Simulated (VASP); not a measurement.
Here is a VASP 6.6.1 calculation.

File INCAR:

```
PREC = Accurate
ENCUT = 520
EDIFF = 1E-6
ISMEAR = 0
SIGMA = 0.02
LREAL = F
LASPH = T
NELM = 100
ALGO = Normal
ISIF = 2
LWAVE = F
LCHARG = F
GGA = PE
NBANDS = 9
```

The input KPOINTS:

```
regular mesh
0
Gamma
  14 14 8
```

The input POSCAR:

```
LiH
1.0
    2.6906164469      0.0000000000      0.0000000000
    0.0000000000      2.6906164469      0.0000000000
    0.0000000000      0.0000000000      4.3599841198
Li H
1 1
Direct
    0.0000000000      0.0000000000      0.0000000000
    0.5000000000      0.5000000000      0.0000000000
```

Potentials or basis: VASP PAW PBE potentials, release 64 (Li_sv, H).

Run with:

```bash
$ cat potpaw_PBE.64/Li_sv/POTCAR potpaw_PBE.64/H/POTCAR > POTCAR
$ mpirun -np 1 vasp_std > vasp.out
```

Estimate the band gap on the k mesh.

0.32 eV (least direct gap 4.53 eV).

 A k mesh can miss the band edges.
